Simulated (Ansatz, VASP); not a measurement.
# KBr: VASP beside Ansatz

File INCAR:

```
SYSTEM = KBr
ALGO = Normal
EDIFF = 1E-6
ENCUT = 500
GGA = LIBXC
GGA_COMPAT = .False.
ISIF = 2
ISMEAR = 1
LASPH = .True.
LCHARG = .False.
LIBXC1 = GGA_X_B88
LIBXC2 = GGA_C_PBE
LREAL = .False.
LWAVE = .False.
NBANDS = 15
NELM = 120
PREC = Accurate
SIGMA = 0.05
```

KPOINTS

```
k-points
0
Gamma
  7 7 7
  0 0 0
```

Contents of POSCAR:

```
KBr
1.0
    4.1228034279      0.0000000000      0.0000000000
    0.0000000000      4.1228034279      0.0000000000
    0.0000000000      0.0000000000      4.1228034279
Br K
1 1
Direct
    0.5000000000      0.5000000000      0.5000000000
    0.0000000000      0.0000000000      0.0000000000
```

input.yaml

```yaml
crystal:
  lattice:
    - [4.1228034279, 0.0, 0.0]
    - [0.0, 4.1228034279, 0.0]
    - [0.0, 0.0, 4.1228034279]
  atoms:
    - { symbol: Br, position: [0.5, 0.5, 0.5] }
    - { symbol: K, position: [0.0, 0.0, 0.0] }
hamiltonian:
  xc: { exchange: b88, correlation: pbe }
  pseudopotentials: { kind: nc, accuracy: standard, xc_functional: lda }
kpoints:
  mp_grid: { grid: [7, 7, 7] }
scf:
  occupations: { method: cold, width: 0.05 }
output:
  forces: true
  stress: true
  eigenvalues: true
  write_density: true
  write_potential: true
  elf: true
  volumetric_format: npy
```

Alike in both runs: task single point; functional b88 exchange, pbe correlation; k mesh 7 × 7 × 7; no spin polarisation.

```csv
,VASP,Ansatz
version,VASP 6.6.1,Ansatz 0.2.0
potentials or method,"VASP PAW PBE potentials, release 64 (Br, K_sv)",PseudoDojo standard (LDA files)
plane-wave cutoff (eV),500,980
occupations,"methfessel-paxton of order 1, width 0.05 eV","cold, width 0.05 eV"
valence electrons in the cell,16,16
```

```tsv
	VASP	Ansatz	Ansatz less VASP
gap on the k mesh at the Fermi level (eV)	3.87	3.87	+0.009
least direct gap on the mesh (eV)	4.08	4.09	+0.006
pressure (GPa)	-0.4	-0.5	-0.10
```

VASP's potentials were made for PBE, not for b88 exchange, pbe correlation.

Noted on Ansatz's run: the potentials were made for another functional, which shifts forces and pressure; odd divisions of the mesh miss points on the zone boundary, where band edges often lie, so the gap on the mesh can be too wide.
